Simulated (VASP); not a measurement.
Input of a VASP 6.6.1 run:

The input INCAR:

```
SYSTEM = Ga2PdS3
  PREC = Accurate
  ENCUT = 520
  EDIFF = 1E-6
  ISMEAR = 0
  SIGMA = 0.1
  LREAL = .FALSE.
  LASPH = .TRUE.
  NELM = 80
  ALGO = Normal
  ISIF = 2
  LWAVE = .FALSE.
  LCHARG = .TRUE.
  GGA = PE
  LELF = .TRUE.
  LVHAR = .TRUE.
  NBANDS = 36
```

Contents of KPOINTS:

```
regular mesh
0
G
  4 4 2
  0 0 0
```

POSCAR

```
Ga2PdS3
1.0
    3.4853777414      0.0000000000      0.0000000000
    0.0000000000      3.4853777414      0.0000000000
    0.0000000000      0.0000000000      8.9791019265
Ga Pd S
2 1 3
Direct
    0.0000000000      0.5000000000      0.6767449629
    0.5000000000      0.0000000000      0.3232550371
    0.0000000000      0.0000000000      0.0000000000
    0.0000000000      0.5000000000      0.3640813264
    0.5000000000      0.0000000000      0.6359186736
    0.5000000000      0.5000000000      0.0000000000
```

Potentials or basis: VASP PAW PBE potentials, release 64 (Ga_d, Pd, S).

The run is started by

```sh
$ cat potpaw_PBE.64/Ga_d/POTCAR potpaw_PBE.64/Pd/POTCAR potpaw_PBE.64/S/POTCAR > POTCAR
$ mpirun -np 1 vasp_std > vasp.out
```

Problem. What does it give for the largest force?

Solution. 0.036 eV/Å.

Problem. Predict the band gap on the k mesh.

Solution. Zero (bands 27 and 28 overlap by 2.80 eV).

Problem. Predict the pressure.

Solution. 0.0 GPa.

Forces on the atoms (eV/Å):
```
Ga   0.000  0.000  0.036
Ga   0.000  0.000 -0.036
Pd   0.000  0.000  0.000
S    0.000  0.000 -0.003
S    0.000  0.000  0.003
S    0.000  0.000  0.000
```

Caveat: the k points lie up to 0.45 Å⁻¹ apart, too coarse for converged energies and pressures of a metal.
